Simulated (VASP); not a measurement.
# SnSe2 (P-1) in VASP: notebook

SnSe2 is run at these levels: PBEsol; tasks: single point.

All numbers are computed with VASP 6.6.1; they aren't measurements. Logs are shortened: lines on timing, memory, paths and dates and some standing lists are left out, and cuts for length are marked.

## Step 1: The cell of the first run

The typed cell holds 3 atoms: a = 3.811 Å, b = 3.806 Å, c = 6.136 Å, α = 90.00°, β = 90.00°, γ = 119.86°.

## Step 2: Single point, PBEsol

The input, INCAR:

```
  PREC = Accurate
  ENCUT = 520
  EDIFF = 1E-6
  ISMEAR = -1
  SIGMA = 0.02
  LREAL = F
  LASPH = T
  NELM = 60
  ALGO = Normal
  ISIF = 2
  LWAVE = F
  LCHARG = F
  GGA = PS
  NBANDS = 20
```

The input, KPOINTS:

```
Automatic mesh
0
Gamma
  6 6 4
```

The input, POSCAR:

```
SnSe2
1.0
    3.8110000000      0.0063516667      0.0000000000
   -1.8999992950      3.2972471667      0.0000000000
    0.0000000000      0.0000000000      6.1360000000
Sn Se
1 2
Direct
    0.0000000000      0.0000000000      0.0000000000
    0.3333333333      0.6666666667      0.2490000000
    0.6666666667      0.3333333333      0.7510000000
```

Potentials or basis: VASP PAW PBE potentials, release 64 (Sn_d, Se).

The run is started by

```console
> cat potpaw_PBE.64/Sn_d/POTCAR potpaw_PBE.64/Se/POTCAR > POTCAR
> mpirun -np 1 vasp_std > vasp.out
```

OUTCAR:

```text
PREC = Accurate
   ENCUT = 520
   EDIFF = 1E-6
   ISMEAR = -1
   LREAL = F
   LASPH = T
   NELM = 60
   ISIF = 2
   GGA = PS

 ion  position               nearest neighbor table
   1  0.000  0.000  0.000-   2 2.68   3 2.68   2 2.68   3 2.68   3 2.68   2 2.68
   2  0.333  0.667  0.249-   1 2.68   1 2.68   1 2.68
   3  0.667  0.333  0.751-   1 2.68   1 2.68   1 2.68

  Warning from LATTYP: Monoclinic adjustment (A1->A3, A2->A1, A3->A2)!
  LATTYP: Found a simple monoclinic cell.
 ALAT       =     3.8055007817
 B/A-ratio  =     1.6124027696
 C/A-ratio  =     1.0014464618
 COS(beta)  =    -0.4978323118

  Lattice vectors:

 A1 = (  -1.8999992950,   3.2972471667,   0.0000000000)
 A2 = (   0.0000000000,   0.0000000000,   6.1360000000)
 A3 = (   3.8110000000,   0.0063516667,   0.0000000000)

Analysis of symmetry for initial positions (statically):
=====================================================================
 Subroutine PRICEL returns:
 Original cell was already a primitive cell.

 Routine SETGRP: Setting up the symmetry group for a
 simple monoclinic supercell.

 Subroutine GETGRP returns: Found  2 space group operations
 (whereof  2 operations were pure point group operations)
 out of a pool of  4 trial point group operations.

The static configuration has the point symmetry S_2 .

Analysis of symmetry for dynamics (positions and initial velocities):
=====================================================================
 Subroutine PRICEL returns:
 Original cell was already a primitive cell.

 Routine SETGRP: Setting up the symmetry group for a
 simple monoclinic supercell.

 Subroutine GETGRP returns: Found  2 space group operations
 (whereof  2 operations were pure point group operations)
 out of a pool of  4 trial point group operations.

The dynamic configuration has the point symmetry S_2 .

 Subroutine INISYM returns: Found  2 space group operations
 (whereof  2 operations are pure point group operations),
 and found     1 'primitive' translations

----------------------------------------------------------------------------------------

[... 85 lines left out ...]
   PREC   = accura    normal or accurate (medium, high low for compatibility)
   ISTART =      0    job   : 0-new  1-cont  2-samecut
   ICHARG =      2    charge: 1-file 2-atom 10-const
   ISPIN  =      1    spin polarized calculation?
   LNONCOLLINEAR =      F non collinear calculations
   LSORBIT =      F    spin-orbit coupling
   LASPH  =      T    aspherical Exc in radial PAW
   ENCUT  =  520.0 eV  38.22 Ry    6.18 a.u.   7.09  7.08 11.41*2*pi/ulx,y,z
   NELM   =     60;   NELMIN=  2; NELMDL= -5     # of ELM steps
   EDIFF  = 0.1E-05   stopping-criterion for ELM
   LREAL  =      F    real-space projection
   EDIFFG = 0.1E-04   stopping-criterion for IOM
   NSW    =      0    number of steps for IOM
   IBRION =     -1    ionic relax: 0-MD 1-quasi-New 2-CG
   NFREE  =      0    steps in history (QN), initial steepest desc. (CG)
   ISIF   =      2    stress and relaxation
   ISYM   =      2    0-nonsym 1-usesym 2-fastsym
   POTIM  = 0.5000    time-step for ionic-motion
   TEBEG  =    0.0;   TEEND  =   0.0 temperature during run
   PSTRESS=    0.0 pullay stress
   NELECT =      26.0000    total number of electrons
   NUPDOWN=      -1.0000    fix difference up-down
   EMIN   =  10.00;   EMAX   =-10.00  energy-range for DOS
   EFERMI =   0.00;   METHOD = LEGACY
   ISMEAR =    -1;   SIGMA  =   0.02  broadening in eV -4-tet -1-fermi 0-gaus
   EFERMI_NEDOS =   21; number of points for ismear=-14 and -15
   IALGO  =     38    algorithm
   IMIX   =      4    mixing-type and parameters
     AMIX     =   0.40;   BMIX     =  1.00
     AMIX_MAG =   1.60;   BMIX_MAG =  1.00
  volume/ion in A,a.u.               =      25.73       173.61
  Fermi-wavevector in a.u.,A,eV,Ry     =   1.139117  2.152619 17.654754  1.297588
  Thomas-Fermi vector in A             =   2.275821
   LORBIT       =      0    0 simple, 1 ext, 2 COOP (PROOUT), +10 PAW based schemes
   GGA     = PS    functional components
   LHFCALC =     F    Hartree Fock is set to
   AEXX    =    0.0000 exact exchange contribution
   IVDW    =     0    specifies the selected vdW correction
   LEPSILON=     F    determine dielectric tensor
   LRPA    =     F    only Hartree local field effects (RPA)
 non-spin polarized calculation
  energy-cutoff  :      520.00
  volume of cell :       77.18
 maximum number of plane-waves:      2099
   NGX = 15   NGY = 15   NGZ = 23

 number of electron      26.0000006 magnetization

 Free energy of the ion-electron system (eV)
  ---------------------------------------------------
  ext. energy  EPLUGINS =         0.00000000
  ---------------------------------------------------
  free energy    TOTEN  =       -12.93303120 eV

  energy without entropy =      -12.93303120  energy(sigma->0) =      -12.93303120

 E-fermi :   4.4190     XC(G=0):  -9.6371

 val. band max:        4.0606424192   @ k =   0.0000   0.0000   0.0000
 cond. band min:       4.7857706637   @ k =   0.5000   0.5000   0.2500
 fundamental gap:      0.7251282445
 Fermi energy:         4.4190079136

 k-point     1 :       0.0000    0.0000    0.0000
  band No.  band energies     occupation
      1     -17.1112      2.00000
      2     -17.1101      2.00000
      3     -17.0724      2.00000
      4     -17.0562      2.00000
      5     -17.0555      2.00000
      6      -9.9722      2.00000
[... 541 lines left out ...]
     19      13.3831      0.00000
     20      14.5356      0.00000

 [... further k-points ...]

------------------------ aborting loop because EDIFF is reached ----------------------------------------

  FORCE on cell =-STRESS in cart. coord.  units (eV):
  Direction    XX          YY          ZZ          XY          YZ          ZX
  --------------------------------------------------------------------------------------
  -------------------------------------------------------------------------------------
  Total        1.0135863      1.0141769      1.8345661     -0.0626567     -0.0000656      0.0133720
  in kB       21.0415937     21.0538533     38.0847613     -1.3007254     -0.0013615      0.2775964
  external PRESSURE =      26.7267361 kB  Pullay stress =       0.0000000 kB

 VOLUME and BASIS-vectors are now :
 -----------------------------------------------------------------------------
  energy-cutoff  :      520.00
  volume of cell :       77.18
      direct lattice vectors                 reciprocal lattice vectors
     3.811000000  0.006351667  0.000000000     0.262146556  0.151058822  0.000000000
    -1.899999295  3.297247167  0.000000000    -0.000504987  0.302992307  0.000000000
     0.000000000  0.000000000  6.136000000     0.000000000  0.000000000  0.162972621

 POSITION                                       TOTAL-FORCE (eV/Angst)
 -----------------------------------------------------------------------------------
      0.00000      0.00000      0.00000        -0.000000      0.000000      0.000000
      0.00367      2.20028      1.52786         0.004845     -0.000026      0.613646
      1.90733      1.10332      4.60814        -0.004845      0.000026     -0.613646
 -----------------------------------------------------------------------------------
    total drift:                                0.000000      0.000000      0.000000

  FREE ENERGIE OF THE ION-ELECTRON SYSTEM (eV)
  ---------------------------------------------------
  free  energy   TOTEN  =       -12.9330311973 eV

  energy  without entropy=      -12.9330311969  energy(sigma->0) =      -12.93303120
```

OSZICAR:

```text
N       E                     dE             d eps       ncg     rms          rms(c)
DAV:   1     0.203356063001E+03    0.20336E+03   -0.12148E+04  3140   0.147E+03
DAV:   2     0.997398939904E+01   -0.19338E+03   -0.18585E+03  3284   0.390E+02
DAV:   3    -0.124171418162E+02   -0.22391E+02   -0.21811E+02  3636   0.113E+02
DAV:   4    -0.132010545217E+02   -0.78391E+00   -0.78246E+00  3580   0.222E+01
DAV:   5    -0.132199661874E+02   -0.18912E-01   -0.18910E-01  4260   0.359E+00    0.519E+00
DAV:   6    -0.129655846161E+02    0.25438E+00   -0.45529E-01  4604   0.773E+00    0.330E+00
DAV:   7    -0.129350802855E+02    0.30504E-01   -0.15598E-01  3800   0.278E+00    0.897E-01
DAV:   8    -0.129329459401E+02    0.21343E-02   -0.12568E-02  4008   0.115E+00    0.271E-01
DAV:   9    -0.129330156950E+02   -0.69755E-04   -0.12294E-03  3476   0.257E-01    0.791E-02
DAV:  10    -0.129330166011E+02   -0.90614E-06   -0.87736E-05  4052   0.621E-02    0.287E-02
DAV:  11    -0.129330307711E+02   -0.14170E-04   -0.20339E-05  3440   0.250E-02    0.490E-03
DAV:  12    -0.129330311973E+02   -0.42621E-06   -0.11442E-06  2928   0.799E-03
   1 F= -.12933031E+02 E0= -.12933031E+02  d E =-.400417E-09
```

It took 55 s on 1 thread of Intel Xeon Platinum 8488C (Sapphire Rapids), shared host; peak memory 0.26 GiB.

What came out:

```
Free energy            : -12.9330 eV
Pressure               : 2.7 GPa
Largest force          : 0.614 eV/Å
Band gap on the k mesh : 0.73 eV, indirect (least direct gap 1.00 eV)
```

Forces on the atoms (eV/Å):
```
Sn   0.000  0.000  0.000
Se   0.005  0.000  0.614
Se  -0.005  0.000 -0.614
```

Stress tensor (GPa, compression positive):
```
 2.10 -0.13  0.03
-0.13  2.11  0.00
 0.03  0.00  3.81
```

Levels at points of the mesh, in eV from the valence-band top:
```tsv
k point	band 9	band 10	band 11	band 12	band 13	band 14	band 15	band 16	band 17	band 18
(0.00, 0.00, 0.00)	-0.71	-0.70	-0.40	-0.38	0.00	1.00	2.83	4.56	4.60	8.03
(0.50, 0.00, 0.00)	-4.53	-2.94	-2.69	-1.23	-0.29	1.11	3.71	5.34	5.45	7.21
(0.00, 0.50, 0.00)	-4.53	-2.94	-2.71	-1.23	-0.30	1.09	3.69	5.33	5.43	7.22
(0.50, 0.50, 0.00)	-4.53	-2.93	-2.72	-1.23	-0.32	1.08	3.67	5.33	5.41	7.23
(0.00, 0.00, 0.50)	-2.08	-0.80	-0.79	-0.25	-0.23	2.39	2.80	4.29	4.32	8.05
(0.50, 0.00, 0.50)	-4.98	-2.52	-2.01	-0.85	-0.69	0.81	4.16	4.75	5.73	6.32
(0.00, 0.50, 0.50)	-4.98	-2.54	-2.01	-0.86	-0.70	0.81	4.15	4.75	5.74	6.31
(0.50, 0.50, 0.50)	-4.98	-2.56	-2.01	-0.86	-0.71	0.80	4.14	4.75	5.74	6.29
```

Caveat: the PAW data sets were made with another functional, which shifts forces and pressure a little; spin-orbit coupling is left out, which moves the levels of the heavy elements. A k mesh can miss the band edges.

## Step 3: Single point, PBEsol

The input, INCAR:

```
SYSTEM = SnSe2
PREC     = Accurate       ! precision mode
ENCUT    = 520            ! plane-wave cutoff, eV
EDIFF    = 1E-6           ! SCF threshold, eV
ISMEAR   = -1             ! smearing method
SIGMA    = 0.02           ! smearing width, eV
LREAL    = .FALSE.        ! projectors in reciprocal space
LASPH    = .TRUE.         ! aspherical terms in the spheres
NELM     = 100            ! most SCF steps
ALGO     = Normal         ! electronic algorithm
ISIF     = 2              ! what is computed and relaxed
LWAVE    = .FALSE.        ! write WAVECAR
LCHARG   = .FALSE.        ! write CHGCAR
GGA      = PS             ! functional
NBANDS   = 20             ! bands
```

The input, KPOINTS:

```
Automatic mesh
0
G
  6 6 4
  0 0 0
```

The input, POSCAR:

```
SnSe2
1.0
    3.8110000000      0.0127033333      0.0000000000
   -1.8944985900      3.2940713333      0.0000000000
    0.0000000000      0.0000000000      6.1360000000
Sn Se
1 2
Direct
    0.0000000000      0.0000000000      0.0000000000
    0.3333333333      0.6666666667      0.2490000000
    0.6666666667      0.3333333333      0.7510000000
```

Potentials or basis: VASP PAW PBE potentials, release 64 (Sn_d, Se).

The run is started by

```console
> cat potpaw_PBE.64/Sn_d/POTCAR potpaw_PBE.64/Se/POTCAR > POTCAR
> mpirun -np 1 vasp_std > vasp.out
```

It took 62 s on 1 thread of Intel Xeon Platinum 8488C (Sapphire Rapids), shared host; peak memory 0.25 GiB.

The run converged. Its results:

* Free energy: -12.9327 eV
* Pressure: 2.7 GPa
* Largest force: 0.614 eV/Å
* Band gap on the k mesh: 0.71 eV, indirect (least direct gap 1.00 eV)

Forces on the atoms (eV/Å):
```
Sn   0.000  0.000  0.000
Se   0.010  0.000  0.614
Se  -0.010  0.000 -0.614
```

Stress tensor (GPa, compression positive):
```
 2.11 -0.26  0.06
-0.26  2.11  0.00
 0.06  0.00  3.81
```

Levels at points of the mesh, in eV from the valence-band top:
```
           k point  band 9  band 10  band 11  band 12  band 13  band 14  band 15  band 16  band 17  band 18
(0.00, 0.00, 0.00)   -0.72    -0.69    -0.41    -0.37     0.00     1.00     2.83     4.54     4.61     8.03
(0.50, 0.00, 0.00)   -4.53    -2.95    -2.67    -1.24    -0.28     1.13     3.73     5.34     5.46     7.21
(0.00, 0.50, 0.00)   -4.53    -2.94    -2.70    -1.23    -0.30     1.09     3.69     5.33     5.43     7.22
(0.50, 0.50, 0.00)   -4.53    -2.93    -2.74    -1.22    -0.33     1.06     3.65     5.32     5.39     7.23
(0.00, 0.00, 0.50)   -2.08    -0.81    -0.78    -0.25    -0.22     2.39     2.80     4.27     4.34     8.05
(0.50, 0.00, 0.50)   -4.98    -2.51    -2.01    -0.85    -0.67     0.82     4.17     4.76     5.73     6.33
(0.00, 0.50, 0.50)   -4.98    -2.54    -2.01    -0.86    -0.70     0.81     4.15     4.75     5.74     6.31
(0.50, 0.50, 0.50)   -4.98    -2.58    -2.01    -0.87    -0.73     0.79     4.13     4.75     5.74     6.28
```

Caveat: the PAW data sets were made with another functional, which shifts forces and pressure a little; spin-orbit coupling is left out, which moves the levels of the heavy elements.

## Step 4: Single point, PBEsol

The input, INCAR:

```
SYSTEM = SnSe2
PREC = Accurate
ENCUT = 520
EDIFF = 1E-6
ISMEAR = -1
SIGMA = 0.02
LREAL = .FALSE.
LASPH = .TRUE.
NELM = 100
ALGO = Normal
ISIF = 2
LWAVE = .FALSE.
LCHARG = .FALSE.
GGA = PS
NBANDS = 20
```

KPOINTS is that of step 3.

The input, POSCAR:

```
SnSe2
1.0
    3.8110000000      0.0190550000      0.0000000000
   -1.8889978850      3.2908955000      0.0000000000
    0.0000000000      0.0000000000      6.1360000000
Sn Se
1 2
Direct
    0.0000000000      0.0000000000      0.0000000000
    0.3333333333      0.6666666667      0.2490000000
    0.6666666667      0.3333333333      0.7510000000
```

The run is started by

```console
> cat potpaw_PBE.64/Sn_d/POTCAR potpaw_PBE.64/Se/POTCAR > POTCAR
> mpirun -np 1 vasp_std > vasp.out
```

Wall time 74 s (1 thread of Intel Xeon Platinum 8488C (Sapphire Rapids), shared host); peak memory 0.25 GiB.

It converged, with:

```
Free energy            : -12.9322 eV
Pressure               : 2.7 GPa
Largest force          : 0.614 eV/Å
Band gap on the k mesh : 0.70 eV, indirect (least direct gap 1.00 eV)
```

Forces in eV/Å, atoms in the order of the input:
```
Sn   0.000  0.000  0.000
Se   0.015  0.000  0.614
Se  -0.015  0.000 -0.614
```

Stress tensor (GPa, compression positive):
```
 2.11 -0.39  0.08
-0.39  2.12  0.00
 0.08  0.00  3.81
```

Levels at points of the mesh, in eV from the valence-band top:
```
           k point  band 9  band 10  band 11  band 12  band 13  band 14  band 15  band 16  band 17  band 18
(0.00, 0.00, 0.00)   -0.73    -0.69    -0.42    -0.37     0.00     1.00     2.83     4.53     4.63     8.03
(0.50, 0.00, 0.00)   -4.53    -2.96    -2.65    -1.24    -0.27     1.15     3.75     5.35     5.48     7.20
(0.00, 0.50, 0.00)   -4.53    -2.94    -2.70    -1.23    -0.30     1.09     3.69     5.33     5.43     7.22
(0.50, 0.50, 0.00)   -4.53    -2.92    -2.76    -1.22    -0.34     1.04     3.63     5.32     5.37     7.24
(0.00, 0.00, 0.50)   -2.08    -0.82    -0.78    -0.26    -0.21     2.39     2.80     4.25     4.36     8.05
(0.50, 0.00, 0.50)   -4.98    -2.49    -2.02    -0.84    -0.66     0.83     4.18     4.76     5.73     6.35
(0.00, 0.50, 0.50)   -4.98    -2.54    -2.01    -0.86    -0.70     0.81     4.15     4.75     5.74     6.30
(0.50, 0.50, 0.50)   -4.98    -2.59    -2.01    -0.87    -0.74     0.79     4.12     4.75     5.74     6.26
```

Caveat: the PAW data sets were made with another functional, which shifts forces and pressure a little; spin-orbit coupling is left out, which moves the levels of the heavy elements.

## Step 5: Summary

| cell | gap on the mesh (eV) | pressure (GPa) | largest force (eV/Å) |
| --- | --- | --- | --- |
| a = 3.811, b = 3.806, c = 6.136 Å, angles 90.0, 90.0, 119.9°, 3 atoms | 0.73 | 2.7 | 0.61 |
| a = 3.811, b = 3.800, c = 6.136 Å, angles 90.0, 90.0, 119.7°, 3 atoms | 0.71 | 2.7 | 0.61 |
| a = 3.811, b = 3.795, c = 6.136 Å, angles 90.0, 90.0, 119.6°, 3 atoms | 0.70 | 2.7 | 0.61 |

Alike in all rows: task single point; level PBEsol; potentials or basis VASP PAW PBE potentials, release 64 (Sn_d, Se); no spin polarisation; k mesh 6 × 6 × 4; cutoff (eV) 520; smearing fermi-dirac 0.02 eV.

Caveats: the PAW data sets were made with another functional, which shifts forces and pressure a little; spin-orbit coupling is left out, which moves the levels of the heavy elements.

Absolute energies hang on the potentials; compare differences alone.
